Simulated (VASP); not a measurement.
Wanted: the native input for a VASP 6.6.1 run.

* Task: relaxation of the atoms
* Functional: PBE
* Potentials or basis: VASP PAW PBE potentials, release 64 (Pb_d)
* Cutoff: 450 eV
* k mesh: 5 × 5 × 1
* Occupations: gaussian, width 0.1 eV
* Spin: no spin polarisation
* Dipole correction: yes
* Further INCAR settings: ALGO = Normal; EDIFF = 1e-07; NELMDL = -8; IBRION = 2; EDIFFG = -0.03; NSW = 50

The structure of Pb lies in POSCAR:

```
Pb
1.0
    3.4288710000      0.0000000000      0.0000000000
   -1.1429569642      3.2327705939      0.0000000000
    0.0000000000      0.0000000000     22.3989845082
Pb
4
Direct
    0.0000000000      0.0000000000      0.3125141677
    0.5000000235      0.5000000235      0.4375047226
    0.0000000470      0.0000000470      0.5624952774
    0.5000000705      0.5000000705      0.6874858323
```

The input as run:

INCAR

```
  PREC = Accurate
  ENCUT = 450
  EDIFF = 1E-7
  ISMEAR = 0
  SIGMA = 0.1
  LREAL = F
  LASPH = T
  NELM = 120
  ALGO = Normal
  ISIF = 2
  LWAVE = F
  LCHARG = F
  LDIPOL = T
  IDIPOL = 3
  DIPOL = 0.5 0.5 0.500
  GGA = PE
  IBRION = 2
  NSW = 50
  EDIFFG = -0.03
  GGA_COMPAT = F
  NELMIN = 4
  NELMDL = -8
```

KPOINTS

```
Automatic mesh
0
Gamma
  5 5 1
```

Potentials or basis: VASP PAW PBE potentials, release 64 (Pb_d).

Command:

```console
$ cat potpaw_PBE.64/Pb_d/POTCAR > POTCAR
$ mpirun -np 1 vasp_std > vasp.out
```

Results of the run:

```
Energy gained by relaxing : 17.6 meV/atom
Ionic steps               : 7
Band gap on the k mesh    : zero (bands 28 and 29 overlap by 3.76 eV)
```

Caveat: the k points lie up to 0.39 Å⁻¹ apart, too coarse for converged energies and pressures of a metal; spin-orbit coupling is left out, which moves the levels of the heavy elements.

It took 5.8 min on 1 thread of Intel(R) Xeon(R) Platinum 8124M CPU @ 3.00GHz (Skylake/Cascade Lake) (shared host), peak memory 0.3 GiB.
